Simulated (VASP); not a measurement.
# Pt (P6_3/mmc) in VASP: notebook

The runs below take Pt through single point, relaxation of cell and atoms, with PBE.

Everything below comes from runs of VASP 6.6.1. Logs are shortened: lines on timing, memory, paths and dates and some standing lists are left out, and cuts for length are marked.

**1. The cell of the first run**

Symmetry: P6_3/mmc, No. 194, hexagonal system. The conventional cell has a = 2.759 Å, b = 2.759 Å, c = 4.780 Å, α = 90.00°, β = 90.00°, γ = 120.00°. Pt (site symmetry -6m2) has 12 Pt at 2.76 to 2.87 Å within 3.6 Å.

This isn't the form of Pt at room conditions, which is fcc.

**2. Single point, PBE**

File INCAR:

```
SYSTEM = Pt
  PREC = Accurate
  ENCUT = 520
  EDIFF = 1E-7
  ISMEAR = 0
  SIGMA = 0.1
  LREAL = .False.
  LASPH = .True.
  NELM = 60
  ALGO = Normal
  ISIF = 2
  LWAVE = .False.
  LCHARG = .False.
  GGA = PE
  NBANDS = 17
```

File KPOINTS:

```
Automatic mesh
0
Gamma
  18 18 10
  0 0 0
```

File POSCAR:

```
Pt
1.0
    2.7588687708      0.0000002872      0.0000000000
   -1.3794346341      2.3892502976      0.0000000000
    0.0000000000      0.0000000000      4.7800559305
Pt
2
Direct
    0.0000000000      0.0000000000      0.0000000000
    0.3333333333      0.6666666667      0.5000000000
```

Potentials or basis: VASP PAW PBE potentials, release 64 (Pt).

Run with:

```sh
cat potpaw_PBE.64/Pt/POTCAR > POTCAR
mpirun -np 1 vasp_std > vasp.out
```

OUTCAR:

```text
SYSTEM = Pt
   PREC = Accurate
   ENCUT = 520
   EDIFF = 1E-7
   ISMEAR = 0
   LREAL = .False.
   LASPH = .True.
   NELM = 60
   ISIF = 2
   GGA = PE

 ion  position               nearest neighbor table
   1  0.000  0.000  0.000-   2 2.87   2 2.87   2 2.87   2 2.87   2 2.87   2 2.87
   2  0.333  0.667  0.500-   1 2.87   1 2.87   1 2.87   1 2.87   1 2.87   1 2.87

  LATTYP: Found a hexagonal cell.
 ALAT       =     2.7588687708
 C/A-ratio  =     1.7326144618

  Lattice vectors:

 A1 = (   2.7588687708,   0.0000002872,   0.0000000000)
 A2 = (  -1.3794346341,   2.3892502976,   0.0000000000)
 A3 = (   0.0000000000,   0.0000000000,   4.7800559305)

Analysis of symmetry for initial positions (statically):
=====================================================================
 Subroutine PRICEL returns:
 Original cell was already a primitive cell.

 Routine SETGRP: Setting up the symmetry group for a
 hexagonal supercell.

 Subroutine GETGRP returns: Found 24 space group operations
 (whereof 12 operations were pure point group operations)
 out of a pool of 24 trial point group operations.

The static configuration has the point symmetry D_3h.
 The point group associated with its full space group is D_6h.

Analysis of symmetry for dynamics (positions and initial velocities):
=====================================================================
 Subroutine PRICEL returns:
 Original cell was already a primitive cell.

 Routine SETGRP: Setting up the symmetry group for a
 hexagonal supercell.

 Subroutine GETGRP returns: Found 24 space group operations
 (whereof 12 operations were pure point group operations)
 out of a pool of 24 trial point group operations.

The dynamic configuration has the point symmetry D_3h.
 The point group associated with its full space group is D_6h.

 Subroutine INISYM returns: Found 24 space group operations
 (whereof 12 operations are pure point group operations),
 and found     1 'primitive' translations

----------------------------------------------------------------------------------------

                                     Primitive cell

  volume of cell :      31.5084

  direct lattice vectors                    reciprocal lattice vectors
     2.758868771  0.000000287  0.000000000     0.362467382  0.209270691  0.000000000
    -1.379434634  2.389250298  0.000000000    -0.000000044  0.418541306  0.000000000
     0.000000000  0.000000000  4.780055930     0.000000000  0.000000000  0.209202573

  length of vectors
     2.758868771  2.758868771  4.780055930     0.418541306  0.418541306  0.209202573

  position of ions in fractional coordinates (direct lattice)
     0.000000000  0.000000000  0.000000000
     0.333333333  0.666666667  0.500000000

  ion indices of the primitive-cell ions
   primitive index   ion index
                 1           1
                 2           2

----------------------------------------------------------------------------------------

 KPOINTS: Automatic mesh

Automatic generation of k-mesh.
 Grid dimensions read from file:
 generate k-points for:   18   18   10

 Generating k-lattice:

  Cartesian coordinates                     Fractional coordinates (reciprocal lattice)
     0.020137077  0.011626149  0.000000000     0.055555556 -0.000000000  0.000000000
    -0.000000002  0.023252295  0.000000000     0.000000000  0.055555556  0.000000000
     0.000000000  0.000000000  0.020920257     0.000000000  0.000000000  0.100000000

  Length of vectors
     0.023252295  0.023252295  0.020920257

  Shift w.r.t. Gamma in fractional coordinates (k-lattice)
     0.000000000  0.000000000  0.000000000

 Subroutine IBZKPT returns following result:
 ===========================================

 Found    222 irreducible k-points:

 Following reciprocal coordinates:
            Coordinates               Weight
  0.000000  0.000000  0.000000      1.000000
  0.055556  0.000000  0.000000      6.000000
  0.111111  0.000000  0.000000      6.000000
  0.166667  0.000000  0.000000      6.000000
  0.222222  0.000000  0.000000      6.000000
  0.277778 -0.000000  0.000000      6.000000
[... 16 lines left out ...]
  0.333333  0.111111  0.000000     12.000000
  0.388889  0.111111  0.000000     12.000000
 [... further k-points ...]
   k-points           NKPTS =    222   k-points in BZ     NKDIM =    222   number of bands    NBANDS=     17
   number of dos      NEDOS =    301   number of ions     NIONS =      2
   total plane-waves  NPLWV =  20736
   dimension x,y,z NGX =    24 NGY =   24 NGZ =   36
   dimension x,y,z NGXF=    48 NGYF=   48 NGZF=   72
   ions per type =               2
   NGX,Y,Z   is equivalent  to a cutoff of  14.46, 14.46, 12.52 a.u.
   NGXF,Y,Z  is equivalent  to a cutoff of  28.92, 28.92, 25.04 a.u.
 SYSTEM =  Pt
   PREC   = accura    normal or accurate (medium, high low for compatibility)
   ISTART =      0    job   : 0-new  1-cont  2-samecut
   ICHARG =      2    charge: 1-file 2-atom 10-const
   ISPIN  =      1    spin polarized calculation?
   LNONCOLLINEAR =      F non collinear calculations
   LSORBIT =      F    spin-orbit coupling
   LASPH  =      T    aspherical Exc in radial PAW
   ENCUT  =  520.0 eV  38.22 Ry    6.18 a.u.   5.13  5.13  8.89*2*pi/ulx,y,z
   NELM   =     60;   NELMIN=  2; NELMDL= -5     # of ELM steps
   EDIFF  = 0.1E-06   stopping-criterion for ELM
   LREAL  =      F    real-space projection
   EDIFFG = 0.1E-05   stopping-criterion for IOM
   NSW    =      0    number of steps for IOM
   IBRION =     -1    ionic relax: 0-MD 1-quasi-New 2-CG
   NFREE  =      0    steps in history (QN), initial steepest desc. (CG)
   ISIF   =      2    stress and relaxation
   ISYM   =      2    0-nonsym 1-usesym 2-fastsym
   POTIM  = 0.5000    time-step for ionic-motion
   TEBEG  =    0.0;   TEEND  =   0.0 temperature during run
   PSTRESS=    0.0 pullay stress
   NELECT =      20.0000    total number of electrons
   NUPDOWN=      -1.0000    fix difference up-down
   EMIN   =  10.00;   EMAX   =-10.00  energy-range for DOS
   EFERMI =   0.00;   METHOD = LEGACY
   ISMEAR =     0;   SIGMA  =   0.10  broadening in eV -4-tet -1-fermi 0-gaus
   EFERMI_NEDOS =   21; number of points for ismear=-14 and -15
   IALGO  =     38    algorithm
   IMIX   =      4    mixing-type and parameters
     AMIX     =   0.40;   BMIX     =  1.00
     AMIX_MAG =   1.60;   BMIX_MAG =  1.00
  volume/ion in A,a.u.               =      15.75       106.31
  Fermi-wavevector in a.u.,A,eV,Ry     =   1.406942  2.658735 26.932548  1.979486
  Thomas-Fermi vector in A             =   2.529252
   LORBIT       =      0    0 simple, 1 ext, 2 COOP (PROOUT), +10 PAW based schemes
   GGA     = PE    functional components
   LHFCALC =     F    Hartree Fock is set to
   AEXX    =    0.0000 exact exchange contribution
   IVDW    =     0    specifies the selected vdW correction
   LEPSILON=     F    determine dielectric tensor
   LRPA    =     F    only Hartree local field effects (RPA)
 non-spin polarized calculation
 Gauss-broadening in eV      SIGMA  =   0.10
  energy-cutoff  :      520.00
  volume of cell :       31.51
 maximum number of plane-waves:       864
 NGX is ok and might be reduce to    24
   NGX = 11   NGY = 11   NGZ = 17

 number of electron      20.0000005 magnetization

 Free energy of the ion-electron system (eV)
  ---------------------------------------------------
  ext. energy  EPLUGINS =         0.00000000
  ---------------------------------------------------
  free energy    TOTEN  =       -12.08982617 eV

  energy without entropy =      -12.07047049  energy(sigma->0) =      -12.08014833

 E-fermi :  10.4147     XC(G=0): -13.2244

 val. band max:       10.4143520041   @ k =   0.3889   0.1667   0.1000
 cond. band min:      10.4172096033   @ k =   0.3889   0.0556   0.0000
 fundamental gap:      0.0028575992
 Fermi energy:        10.4147323289

 k-point     1 :       0.0000    0.0000    0.0000
  band No.  band energies     occupation
      1       0.7063      2.00000
      2       3.3551      2.00000
      3       6.4906      2.00000
      4       6.9907      2.00000
      5       6.9907      2.00000
      6       7.3587      2.00000
[... 9 lines left out ...]
     16      27.7040      0.00000
     17      31.4889      0.00000

 k-point     2 :       0.0556    0.0000    0.0000
  band No.  band energies     occupation
      1       0.8188      2.00000
      2       3.4589      2.00000
      3       6.4813      2.00000
      4       6.9839      2.00000
      5       7.0764      2.00000
      6       7.3026      2.00000
[... 9 lines left out ...]
     16      27.8535      0.00000
     17      30.7778      0.00000

 k-point     3 :       0.1111    0.0000    0.0000
  band No.  band energies     occupation
      1       1.1481      2.00000
      2       3.7523      2.00000
      3       6.3963      2.00000
      4       7.0025      2.00000
      5       7.2002      2.00000
      6       7.3298      2.00000
[... 9 lines left out ...]
     16      28.0305      0.00000
     17      29.7271      0.00000

 k-point     4 :       0.1667    0.0000    0.0000
  band No.  band energies     occupation
      1       1.6667      2.00000
      2       4.1634      2.00000
      3       6.2420      2.00000
      4       6.8498      2.00000
      5       7.1015      2.00000
      6       7.3872      2.00000
[... 9 lines left out ...]
     16      28.0345      0.00000
     17      28.3661      0.00000

 k-point     5 :       0.2222    0.0000    0.0000
  band No.  band energies     occupation
      1       2.3189      2.00000
      2       4.5099      2.00000
      3       6.2134      2.00000
      4       6.4038      2.00000
      5       6.6477      2.00000
      6       7.8216      2.00000
[... 9 lines left out ...]
     16      26.9923      0.00000
     17      28.7345      0.00000

 k-point     6 :       0.2778   -0.0000    0.0000
  band No.  band energies     occupation
      1       3.0023      2.00000
      2       4.5673      2.00000
      3       5.8166      2.00000
      4       6.4103      2.00000
      5       6.6571      2.00000
      6       7.6771      2.00000
[... 9 lines left out ...]
     16      26.0739      0.00000
     17      28.2691      0.00000

 k-point     7 :       0.3333    0.0000    0.0000
  band No.  band energies     occupation
      1       3.5609      2.00000
      2       4.4164      2.00000
      3       5.3510      2.00000
      4       6.5616      2.00000
      5       7.1135      2.00000
      6       7.4258      2.00000
[... 9 lines left out ...]
     16      25.2183      0.00000
     17      25.7962      0.00000

 k-point     8 :       0.3889    0.0000    0.0000
  band No.  band energies     occupation
      1       3.8755      2.00000
      2       4.2367      2.00000
      3       5.0139      2.00000
      4       6.8954      2.00000
      5       7.2306      2.00000
      6       7.4140      2.00000
[... 9 lines left out ...]
     16      23.3986      0.00000
     17      24.4947      0.00000
[... 203 lines left out ...]
      1       1.9705      2.00000
      2       4.4221      2.00000
      3       6.0644      2.00000
      4       6.8336      2.00000
      5       6.8470      2.00000
      6       7.3061      2.00000
[... 9 lines left out ...]
     16      27.8378      0.00000
     17      28.1818      0.00000

 k-point    20 :       0.1667    0.1111    0.0000
  band No.  band energies     occupation
      1       2.6157      2.00000
      2       4.8189      2.00000
      3       5.8952      2.00000
      4       6.2667      2.00000
      5       6.6922      2.00000
      6       7.4405      2.00000
[... 9 lines left out ...]
     16      27.1828      0.00000
     17      28.4887      0.00000

 k-point    21 :       0.2222    0.1111    0.0000
  band No.  band energies     occupation
      1       3.3111      2.00000
      2       4.9106      2.00000
      3       5.7648      2.00000
      4       6.0148      2.00000
      5       6.6806      2.00000
      6       7.2149      2.00000
[... 9 lines left out ...]
     16      26.2969      0.00000
     17      28.4226      0.00000

 k-point    22 :       0.2778    0.1111    0.0000
  band No.  band energies     occupation
      1       3.9001      2.00000
      2       4.7366      2.00000
      3       5.3566      2.00000
      4       6.3110      2.00000
      5       6.9610      2.00000
      6       7.0612      2.00000
[... 9 lines left out ...]
     16      25.5218      0.00000
     17      26.2510      0.00000

 k-point    23 :       0.3333    0.1111    0.0000
  band No.  band energies     occupation
      1       4.2336      2.00000
      2       4.5428      2.00000
      3       5.0570      2.00000
      4       6.7207      2.00000
      5       6.9862      2.00000
      6       7.3384      2.00000
[... 9 lines left out ...]
     16      24.2070      0.00000
     17      24.8462      0.00000

 k-point    24 :       0.3889    0.1111    0.0000
  band No.  band energies     occupation
      1       4.3360      2.00000
      2       4.4246      2.00000
      3       4.8742      2.00000
      4       6.9914      2.00000
      5       7.1804      2.00000
      6       7.2546      2.00000
[... 9 lines left out ...]
     16      22.6840      0.00000
     17      24.2963      0.00000

 [... further k-points ...]
[... 5 lines left out ...]
  --------------------------------------------------------------------------------------
  -------------------------------------------------------------------------------------
  Total       -0.0829727     -0.0829727     -0.1016459     -0.0000000      0.0000000      0.0000000
  in kB       -4.2191049     -4.2191049     -5.1686241     -0.0000000      0.0000000      0.0000000
  external PRESSURE =      -4.5356113 kB  Pullay stress =       0.0000000 kB

 VOLUME and BASIS-vectors are now :
 -----------------------------------------------------------------------------
  energy-cutoff  :      520.00
  volume of cell :       31.51
      direct lattice vectors                 reciprocal lattice vectors
     2.758868771  0.000000287  0.000000000     0.362467382  0.209270691  0.000000000
    -1.379434634  2.389250298  0.000000000    -0.000000044  0.418541306  0.000000000
     0.000000000  0.000000000  4.780055930     0.000000000  0.000000000  0.209202573

 POSITION                                       TOTAL-FORCE (eV/Angst)
 -----------------------------------------------------------------------------------
      0.00000      0.00000      0.00000        -0.000000     -0.000000      0.000000
     -0.00000      1.59283      2.39003         0.000000      0.000000      0.000000
 -----------------------------------------------------------------------------------
    total drift:                                0.000000     -0.000000     -0.000000

  FREE ENERGIE OF THE ION-ELECTRON SYSTEM (eV)
  ---------------------------------------------------
  free  energy   TOTEN  =       -12.0898261732 eV

  energy  without entropy=      -12.0704704923  energy(sigma->0) =      -12.08014833
```

Wall time 54 s (1 thread of AMD EPYC 9R45 (Zen 5), shared host); peak memory 0.2 GiB.

Results:

```
Free energy            : -12.0898 eV
Pressure               : -0.5 GPa
Band gap on the k mesh : zero (bands 10 and 11 overlap by 1.28 eV)
```

Stress tensor (GPa, compression positive):
```
-0.42  0.00  0.00
 0.00 -0.42  0.00
 0.00  0.00 -0.52
```

Caveat: spin-orbit coupling is left out, which moves the levels of the heavy elements.

**3. Relaxation of cell and atoms, PBE**

File INCAR:

```
PREC = Accurate
ENCUT = 600
EDIFF = 1E-6
ISMEAR = 0
SIGMA = 0.1
LREAL = False
LASPH = True
NELM = 100
ALGO = Fast
ISIF = 3
LWAVE = False
LCHARG = False
GGA = PE
IBRION = 2
NSW = 100
EDIFFG = -0.005
```

File KPOINTS:

```
regular mesh
0
Gamma
  18 18 10
```

File POSCAR:

```
Pt
1.0
    2.7616874653      0.0000002875      0.0000000000
   -1.3808439816      2.3916913585      0.0000000000
    0.0000000000      0.0000000000      4.7793972311
Pt
2
Direct
    0.0000000000      0.0000000000      0.0000000000
    0.3333333333      0.6666666667      0.5000000000
```

Potentials or basis: VASP PAW PBE potentials, release 64 (Pt).

Run with:

```sh
cat potpaw_PBE.64/Pt/POTCAR > POTCAR
mpirun -np 1 vasp_std > vasp.out
```

Run time: 1.9 min. Hardware: 1 thread of AMD EPYC 9R45 (Zen 5), shared host; peak memory 0.21 GiB.

Results (log left out):

- Free energy: -12.0902 eV
- Relaxed volume: 15.73 Å³/atom
- Relaxed cell: a = 2.758 Å, b = 2.758 Å, c = 4.774 Å, α = 90.00°, β = 90.00°, γ = 120.00°
- Space group after relaxing (to 0.1 Å): P6_3/mmc (No. 194)
- Energy gained by relaxing: 0.2 meV/atom
- Ionic steps: 3
- Pressure after relaxing: 0.0 GPa
- Band gap on the k mesh: zero (bands 10 and 11 overlap by 1.28 eV)

Step by step:
| step | energy change (eV) | largest force (eV/Å) | pressure (GPa) | volume (Å³) |
| --- | --- | --- | --- | --- |
| 1 | 0.0000 | 0.0000 | -0.86 | 31.57 |
| 2 | 0.0016 | 0.0000 | 2.35 | 31.18 |
| 3 | -0.0003 | 0.0000 | -0.01 | 31.45 |

Final structure:
```
Pt
1.0
     2.75804    0.00000    0.00000
    -1.37902    2.38853    0.00000
     0.00000    0.00000    4.77433
Pt
2
Cartesian
  0.0000 0.0000 4.7743
  0.0000 1.5924 2.3872
```

Levels at points of the mesh, in eV from the Fermi level:
```csv
k point,band 6,band 7,band 8,band 9,band 10,band 11,band 12,band 13,band 14
"(0.00, 0.00, 0.00)",-3.06,-3.06,-1.82,-1.82,-0.70,-0.22,-0.22,4.75,15.11
"(0.50, 0.00, 0.00)",-2.92,-2.60,0.02,0.28,0.49,2.28,3.76,7.30,8.88
"(0.00, 0.00, 0.50)",-3.43,-3.43,-3.43,-0.80,-0.80,-0.80,-0.80,12.01,12.01
"(0.50, 0.00, 0.50)",-1.81,-0.85,-0.85,0.40,0.40,1.71,1.71,6.49,6.49
```

Caveat: spin-orbit coupling is left out, which moves the levels of the heavy elements.
